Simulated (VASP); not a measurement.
Ca3C8:

```xyz
11
Lattice="4.9120 0.0000 0.0000 -2.4560 4.2539 0.0000 0.0000 0.0000 3.5401" Properties=species:S:1:pos:R:3 pbc="T T T"
Ca    2.4560    0.0000    1.7701
Ca   -1.2280    2.1270    1.7701
Ca    1.2280    2.1270    1.7701
C     2.4560    2.8360    0.0000
C     3.6840    0.7090    0.0000
C     0.0000    2.8360    0.0000
C     1.2280    0.7090    0.0000
C     1.2280    3.5450    0.0000
C     2.4560    1.4180    0.0000
C    -1.2280    3.5450    0.0000
C     0.0000    1.4180    0.0000
```

```yaml
Program: VASP 6.6.1
Task: relaxation of cell and atoms
Functional: PBE
Potentials_or_basis: VASP PAW PBE potentials, release 64 (Ca_sv, C)
Cutoff: 600 eV
k_mesh: 6 × 6 × 6
Occupations: gaussian, width 0.1 eV
Spin: no spin polarisation
```

At the start: pressure 129.9 GPa; volume 6.72 Å³/atom.

Where does the relaxation end?

Over 11 steps the energy falls by 884.5 meV/atom and the volume is 9.61 Å³/atom (+42.9 %); space group P6/mmm (No. 191, to 0.1 Å) before and after.

Step by step:
```
step  energy change (eV)  largest force (eV/Å)  pressure (GPa)  volume (Å³)
   1              0.0000                1.1455          129.90        73.97
   2             -1.8962                0.4152          -36.27       148.98
   3             -9.0027                0.6563           -3.65       104.51
   4             -9.0174                0.6571           -1.59       103.44
   5             -9.0195                0.6567           -0.29       102.79
   6             -9.6122                0.0709            0.83       103.64
   7             -9.6810                0.6762            3.37       104.08
   8             -9.6968                0.4310            2.44       103.97
   9             -9.7228                0.2605           -0.98       106.23
  10             -9.7287                0.0557           -0.03       105.54
  11             -9.7297                0.0090            0.00       105.67
```

Final structure:
```
Ca C
1.0
     5.29606    0.00000    0.00000
    -2.64803    4.58652    0.00000
     0.00000    0.00000    4.35042
Ca C
3 8
Direct
  0.50000 0.00000 0.50000
  0.00000 0.50000 0.50000
  0.50000 0.50000 0.50000
  0.83364 0.66729 0.00000
  0.83364 0.16636 0.00000
  0.33333 0.66667 0.00000
  0.33271 0.16636 0.00000
  0.66729 0.83364 0.00000
  0.66667 0.33333 0.00000
  0.16636 0.83364 0.00000
  0.16636 0.33271 0.00000
```

Caveat: the volume moved by over 15 % at a fixed basis, so the end points are rough.
